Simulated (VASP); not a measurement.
# Be16H (a cell with a defect) in VASP: relaxation of the atoms with PBE

Aim: the relaxation of the atoms of Be16H (a cell with a defect) with PBE.

Everything below comes from runs of VASP 6.6.1. Logs are shortened: lines on timing, memory, paths and dates and some standing lists are left out, and cuts for length are marked.

**1. The cell of the first run**

The cell holds a defect, 17 atoms: a = 4.580 Å, b = 3.966 Å, c = 7.177 Å, α = 90.00°, β = 90.00°, γ = 90.00°.

**2. Relaxation of the atoms, PBE**

Input file INCAR:

```
  ALGO = Normal
  EDIFF = 1E-7
  EDIFFG = -0.03
  ENCUT = 520
  GGA = PE
  IBRION = 2
  ISIF = 2
  ISMEAR = 0
  LASPH = T
  LCHARG = F
  LREAL = Auto
  LWAVE = F
  NELM = 80
  NSW = 80
  PREC = Accurate
  SIGMA = 0.1
```

Input file KPOINTS:

```
k-points
0
Gamma
  4 4 3
```

Input file POSCAR:

```
Be16H
1.0
   -2.2900000000     -3.9663960000      0.0000000000
    3.4350000000     -1.9831980000      0.0000000000
    0.0000000000      0.0000000000      7.1768600000
Be H
16 1
Direct
    0.7500000700      0.5000000400      0.0000000000
    0.5000000400      0.3333333600      0.2500000000
    0.7500000700      0.5000000400      0.5000000000
    0.5000000400      0.3333333600      0.7500000000
    0.5000000300      0.0000000200      0.0000000000
    0.2500000400      0.8333333600      0.2500000000
    0.5000000300      0.0000000200      0.5000000000
    0.2500000400      0.8333333600      0.7500000000
    0.2500000300      0.5000000200      0.0000000000
    0.0000000100      0.3333333400      0.2500000000
    0.2500000300      0.5000000200      0.5000000000
    0.0000000100      0.3333333400      0.7500000000
    0.0000000000      0.0000000000      0.0000000000
    0.7500000800      0.8333333800      0.2500000000
    0.0000000000      0.0000000000      0.5000000000
    0.7500000800      0.8333333800      0.7500000000
    0.7451380500      0.1650012600      0.1219629700
```

Potentials or basis: VASP PAW PBE potentials, release 64 (Be, H).

Command:

```sh
$ cat potpaw_PBE.64/Be/POTCAR potpaw_PBE.64/H/POTCAR > POTCAR
$ mpirun -np 1 vasp_std > vasp.out
```

OUTCAR:

```text
EDIFF = 1E-7
   EDIFFG = -0.03
   ENCUT = 520
   GGA = PE
   IBRION = 2
   ISIF = 2
   ISMEAR = 0
   LASPH = T
   LREAL = Auto
   NELM = 80
   NSW = 80
   PREC = Accurate

 ion  position               nearest neighbor table
   1  0.750  0.500  0.000-  17 1.59  12 2.23  10 2.23  16 2.23  14 2.23   4 2.23   2 2.23  13 2.29
                             9 2.29  13 2.29   5 2.29   5 2.29   9 2.29
   2  0.500  0.333  0.250-  17 1.60   7 2.23   5 2.23  11 2.23   9 2.23   3 2.23   1 2.23  10 2.29
                             6 2.29  10 2.29   6 2.29  14 2.29  14 2.29
   3  0.750  0.500  0.500-  10 2.23  12 2.23  14 2.23  16 2.23   2 2.23   4 2.23  15 2.29  11 2.29
                            15 2.29   7 2.29   7 2.29  11 2.29
   4  0.500  0.333  0.750-   5 2.23   7 2.23   9 2.23  11 2.23   1 2.23   3 2.23  12 2.29   8 2.29
                            12 2.29   8 2.29  16 2.29  16 2.29
   5  0.500  0.000  0.000-  17 1.57   8 2.23   6 2.23   4 2.23   2 2.23  16 2.23  14 2.23  13 2.29
                             9 2.29  13 2.29   9 2.29   1 2.29   1 2.29
   6  0.250  0.833  0.250-   5 2.23   7 2.23   9 2.23  11 2.23  13 2.23  15 2.23  14 2.29   2 2.29
                            10 2.29   2 2.29  10 2.29  14 2.29
   7  0.500  0.000  0.500-   6 2.23   8 2.23   2 2.23   4 2.23  14 2.23  16 2.23  15 2.29  11 2.29
                            15 2.29  11 2.29   3 2.29   3 2.29
   8  0.250  0.833  0.750-   5 2.23   7 2.23   9 2.23  11 2.23  13 2.23  15 2.23  16 2.29   4 2.29
                            12 2.29   4 2.29  12 2.29  16 2.29
   9  0.250  0.500  0.000-  10 2.23  12 2.23   6 2.23   8 2.23   2 2.23   4 2.23   1 2.29   5 2.29
                            13 2.29   5 2.29  13 2.29   1 2.29
  10  0.000  0.333  0.250-  17 1.63   3 2.23   1 2.23  11 2.23   9 2.23  15 2.23  13 2.23  14 2.29
                             2 2.29  14 2.29   6 2.29   2 2.29   6 2.29
  11  0.250  0.500  0.500-  10 2.23  12 2.23   6 2.23   8 2.23   2 2.23   4 2.23   3 2.29   7 2.29
                            15 2.29   7 2.29  15 2.29   3 2.29
  12  0.000  0.333  0.750-   1 2.23   3 2.23   9 2.23  11 2.23  13 2.23  15 2.23  16 2.29   4 2.29
                            16 2.29   8 2.29   4 2.29   8 2.29
  13  0.000  0.000  0.000-  17 1.60  16 2.23  14 2.23  12 2.23  10 2.23   8 2.23   6 2.23   1 2.29
                             5 2.29   1 2.29   9 2.29   5 2.29   9 2.29
  14  0.750  0.833  0.250-  17 1.60  15 2.23  13 2.23   3 2.23   1 2.23   7 2.23   5 2.23  10 2.29
                             6 2.29  10 2.29   2 2.29   2 2.29   6 2.29
  15  0.000  0.000  0.500-  14 2.23  16 2.23  10 2.23  12 2.23   6 2.23   8 2.23   3 2.29   7 2.29
                             3 2.29   7 2.29  11 2.29  11 2.29
  16  0.750  0.833  0.750-  13 2.23  15 2.23   1 2.23   3 2.23   5 2.23   7 2.23  12 2.29   8 2.29
                            12 2.29   4 2.29   4 2.29   8 2.29
  17  0.745  0.165  0.122-   5 1.57   1 1.59   2 1.60  13 1.60  14 1.60  10 1.63

  LATTYP: Found a simple orthorhombic cell.
 ALAT       =     3.9663962620
 B/A-ratio  =     1.1547004875
 C/A-ratio  =     1.8094157835

  Lattice vectors:

 A1 = (  -3.4350000000,   1.9831980000,   0.0000000000)
 A2 = (  -2.2900000000,  -3.9663960000,   0.0000000000)
 A3 = (   0.0000000000,   0.0000000000,   7.1768600000)

Analysis of symmetry for initial positions (statically):
=====================================================================
 Subroutine PRICEL returns:
 Original cell was already a primitive cell.

 Routine SETGRP: Setting up the symmetry group for a
 simple orthorhombic supercell.

 Subroutine GETGRP returns: Found  1 space group operations
 (whereof  1 operations were pure point group operations)
 out of a pool of  8 trial point group operations.

The static configuration has the point symmetry C_1 .

Analysis of symmetry for dynamics (positions and initial velocities):
=====================================================================
 Subroutine PRICEL returns:
 Original cell was already a primitive cell.

 Routine SETGRP: Setting up the symmetry group for a
 simple orthorhombic supercell.

 Subroutine GETGRP returns: Found  1 space group operations
 (whereof  1 operations were pure point group operations)
 out of a pool of  8 trial point group operations.

The dynamic configuration has the point symmetry C_1 .

 Subroutine INISYM returns: Found  1 space group operations
 (whereof  1 operations are pure point group operations),
 and found     1 'primitive' translations

----------------------------------------------------------------------------------------

                                     Primitive cell

  volume of cell :     130.3755

  direct lattice vectors                    reciprocal lattice vectors
    -2.290000000 -3.966396000  0.000000000    -0.109170306 -0.189088533  0.000000000
[... 63 lines left out ...]
  Shift w.r.t. Gamma in fractional coordinates (k-lattice)
     0.000000000  0.000000000  0.000000000

 Subroutine IBZKPT returns following result:
 ===========================================

 Found     26 irreducible k-points:

 Following reciprocal coordinates:
            Coordinates               Weight
  0.000000  0.000000  0.000000      1.000000
  0.250000  0.000000  0.000000      2.000000
  0.500000  0.000000  0.000000      1.000000
  0.000000  0.250000  0.000000      2.000000
  0.250000  0.250000  0.000000      2.000000
 -0.250000  0.250000  0.000000      2.000000
[... 16 lines left out ...]
  0.000000  0.500000  0.333333      2.000000
  0.250000  0.500000  0.333333      2.000000
 [... further k-points ...]
   k-points           NKPTS =     26   k-points in BZ     NKDIM =     26   number of bands    NBANDS=     25
   number of dos      NEDOS =    301   number of ions     NIONS =     17
   total plane-waves  NPLWV =  58320
   dimension x,y,z NGX =    36 NGY =   30 NGZ =   54
   dimension x,y,z NGXF=    72 NGYF=   60 NGZF=  108
   ions per type =              16   1
   NGX,Y,Z   is equivalent  to a cutoff of  13.07, 12.57, 12.51 a.u.
   NGXF,Y,Z  is equivalent  to a cutoff of  26.13, 25.15, 25.02 a.u.
 SYSTEM =  unknown system
   PREC   = accura    normal or accurate (medium, high low for compatibility)
   ISTART =      0    job   : 0-new  1-cont  2-samecut
   ICHARG =      2    charge: 1-file 2-atom 10-const
   ISPIN  =      1    spin polarized calculation?
   LNONCOLLINEAR =      F non collinear calculations
   LSORBIT =      F    spin-orbit coupling
   LASPH  =      T    aspherical Exc in radial PAW
   ENCUT  =  520.0 eV  38.22 Ry    6.18 a.u.   8.52  7.37 13.34*2*pi/ulx,y,z
   NELM   =     80;   NELMIN=  2; NELMDL= -5     # of ELM steps
   EDIFF  = 0.1E-06   stopping-criterion for ELM
   LREAL  =      T    real-space projection
   EDIFFG = -.3E-01   stopping-criterion for IOM
   NSW    =     80    number of steps for IOM
   IBRION =      2    ionic relax: 0-MD 1-quasi-New 2-CG
   NFREE  =      1    steps in history (QN), initial steepest desc. (CG)
   ISIF   =      2    stress and relaxation
   ISYM   =      2    0-nonsym 1-usesym 2-fastsym
   POTIM  = 0.5000    time-step for ionic-motion
   TEBEG  =    0.0;   TEEND  =   0.0 temperature during run
   PSTRESS=    0.0 pullay stress
   NELECT =      33.0000    total number of electrons
   NUPDOWN=      -1.0000    fix difference up-down
   EMIN   =  10.00;   EMAX   =-10.00  energy-range for DOS
   EFERMI =   0.00;   METHOD = LEGACY
   ISMEAR =     0;   SIGMA  =   0.10  broadening in eV -4-tet -1-fermi 0-gaus
   EFERMI_NEDOS =   21; number of points for ismear=-14 and -15
   IALGO  =     38    algorithm
   IMIX   =      4    mixing-type and parameters
     AMIX     =   0.40;   BMIX     =  1.00
     AMIX_MAG =   1.60;   BMIX_MAG =  1.00
  volume/ion in A,a.u.               =       7.67        51.75
  Fermi-wavevector in a.u.,A,eV,Ry     =   1.035573  1.956950 14.591049  1.072412
  Thomas-Fermi vector in A             =   2.169923
   LORBIT       =      0    0 simple, 1 ext, 2 COOP (PROOUT), +10 PAW based schemes
   GGA     = PE    functional components
   LHFCALC =     F    Hartree Fock is set to
   AEXX    =    0.0000 exact exchange contribution
   IVDW    =     0    specifies the selected vdW correction
   LEPSILON=     F    determine dielectric tensor
   LRPA    =     F    only Hartree local field effects (RPA)
 conjugate gradient relaxation of ions
 non-spin polarized calculation
 Gauss-broadening in eV      SIGMA  =   0.10
  energy-cutoff  :      520.00
  volume of cell :      130.38
 maximum number of plane-waves:      3529
 NGX is ok and might be reduce to    36
   NGX = 17   NGY = 15   NGZ = 27

--------------------------------------- Ionic step        1  -------------------------------------------

 number of electron      32.9999999 magnetization

 Free energy of the ion-electron system (eV)
  ---------------------------------------------------
  ext. energy  EPLUGINS =         0.00000000
  ---------------------------------------------------
  free energy    TOTEN  =       -61.61880055 eV

  energy without entropy =      -61.60574167  energy(sigma->0) =      -61.61227111

------------------------ aborting loop because EDIFF is reached ----------------------------------------

  FORCE on cell =-STRESS in cart. coord.  units (eV):
  Direction    XX          YY          ZZ          XY          YZ          ZX
  --------------------------------------------------------------------------------------
  -------------------------------------------------------------------------------------
  Total        0.8636287     -0.4123605     -0.1528715     -1.1144148      0.0980970     -0.1813438
  in kB       10.6130843     -5.0674750     -1.8786293    -13.6949807      1.2055088     -2.2285241
  external PRESSURE =       1.2223267 kB  Pullay stress =       0.0000000 kB
[... 242 lines left out ...]
--------------------------------------- Ionic step        6  -------------------------------------------

 number of electron      33.0000000 magnetization

 Free energy of the ion-electron system (eV)
  ---------------------------------------------------
  ext. energy  EPLUGINS =         0.00000000
  ---------------------------------------------------
  free energy    TOTEN  =       -61.72027405 eV

  energy without entropy =      -61.71037565  energy(sigma->0) =      -61.71532485

 E-fermi :   7.5436     XC(G=0): -10.5854

 val. band max:        7.4588834936   @ k =   0.2500   0.0000   0.0000
 cond. band min:       7.5962962446   @ k =   0.5000   0.0000   0.0000
 fundamental gap:      0.1374127510
 Fermi energy:         7.5436299791

 k-point     1 :       0.0000    0.0000    0.0000
  band No.  band energies     occupation
      1      -5.1855      2.00000
      2      -3.0171      2.00000
      3      -2.1729      2.00000
      4      -0.2029      2.00000
      5       0.9655      2.00000
      6       1.5573      2.00000
[... 661 lines left out ...]
     24      11.2370      0.00000
     25      12.4994      0.00000

 [... further k-points ...]

------------------------ aborting loop because EDIFF is reached ----------------------------------------

  FORCE on cell =-STRESS in cart. coord.  units (eV):
  Direction    XX          YY          ZZ          XY          YZ          ZX
  --------------------------------------------------------------------------------------
  -------------------------------------------------------------------------------------
  Total        0.5432732     -0.3149461     -0.5305667     -0.7453914      0.2303347     -0.3994792
  in kB        6.6762540     -3.8703551     -6.5201043     -9.1600724      2.8305697     -4.9091768
  external PRESSURE =      -1.2380684 kB  Pullay stress =       0.0000000 kB
[... 32 lines left out ...]
  FREE ENERGIE OF THE ION-ELECTRON SYSTEM (eV)
  ---------------------------------------------------
  free  energy   TOTEN  =       -61.7202740519 eV

  energy  without entropy=      -61.7103756524  energy(sigma->0) =      -61.71532485

 reached required accuracy - stopping structural energy minimisation
```

It took 14 min on 1 thread of Intel Xeon 8259CL, shared host; peak memory 0.26 GiB.

What came out:

```yaml
Free_energy: -61.7203 eV
Energy_gained_by_relaxing: 6.0 meV/atom
Ionic_steps: 6
Pressure_after_relaxing: -0.1 GPa
Largest_force_after_relaxing: 0.025 eV/Å
Band_gap_on_the_k_mesh: zero (an odd number of electrons rules out a gap without spin polarisation)
```

Forces on the atoms (eV/Å):
```
Be  -0.003  0.004 -0.003
Be  -0.006  0.003  0.004
Be  -0.013  0.009 -0.004
Be   0.005  0.007  0.009
Be   0.005 -0.007 -0.005
Be  -0.008  0.004 -0.014
Be   0.004  0.008 -0.010
Be   0.004 -0.002  0.015
Be   0.006 -0.004  0.009
Be  -0.004  0.005  0.005
Be  -0.005  0.004 -0.020
Be  -0.003 -0.004  0.009
Be   0.007  0.000 -0.007
Be   0.005 -0.001  0.001
Be  -0.003 -0.005 -0.010
Be   0.015 -0.007  0.001
H   -0.006 -0.016  0.019
```

Stress tensor (GPa, compression positive):
```
 0.67 -0.92 -0.49
-0.92 -0.39  0.28
-0.49  0.28 -0.65
```

Step by step:
| step | energy change (eV) | largest force (eV/Å) | pressure (GPa) |
| --- | --- | --- | --- |
| 1 | 0.0000 | 0.6771 | 0.12 |
| 2 | -0.0783 | 0.2475 | -0.10 |
| 3 | -0.0930 | 0.1899 | -0.13 |
| 4 | -0.0990 | 0.0868 | -0.13 |
| 5 | -0.1008 | 0.0395 | -0.12 |
| 6 | -0.1015 | 0.0252 | -0.12 |

Final structure:
```yaml
crystal:
  lattice:
    - [-2.29000, -3.96640, 0.00000]
    - [3.43500, -1.98320, 0.00000]
    - [0.00000, 0.00000, 7.17686]
  atoms:
    - { symbol: Be, position: [0.75002, 0.50768, 0.99578] }
    - { symbol: Be, position: [0.49059, 0.33850, 0.25375] }
    - { symbol: Be, position: [0.74995, 0.49540, 0.50279] }
    - { symbol: Be, position: [0.49828, 0.33436, 0.74977] }
    - { symbol: Be, position: [0.49041, 0.99489, 0.99596] }
    - { symbol: Be, position: [0.24958, 0.82912, 0.25156] }
    - { symbol: Be, position: [0.49832, 0.99891, 0.49991] }
    - { symbol: Be, position: [0.24983, 0.82942, 0.74701] }
    - { symbol: Be, position: [0.24957, 0.50443, 0.99842] }
    - { symbol: Be, position: [0.00919, 0.33803, 0.25365] }
    - { symbol: Be, position: [0.24987, 0.50409, 0.50296] }
    - { symbol: Be, position: [0.00155, 0.33437, 0.74977] }
    - { symbol: Be, position: [0.00927, 0.99546, 0.99613] }
    - { symbol: Be, position: [0.75001, 0.82501, 0.25391] }
    - { symbol: Be, position: [0.00150, 0.99890, 0.49993] }
    - { symbol: Be, position: [0.74994, 0.83764, 0.74692] }
    - { symbol: H, position: [0.74726, 0.16544, 0.12375] }
```

Caveat: the k points lie up to 0.40 Å⁻¹ apart, too coarse for converged energies and pressures of a metal.

The gap in the log of VASP goes by the Fermi energy; the results here count the filled bands.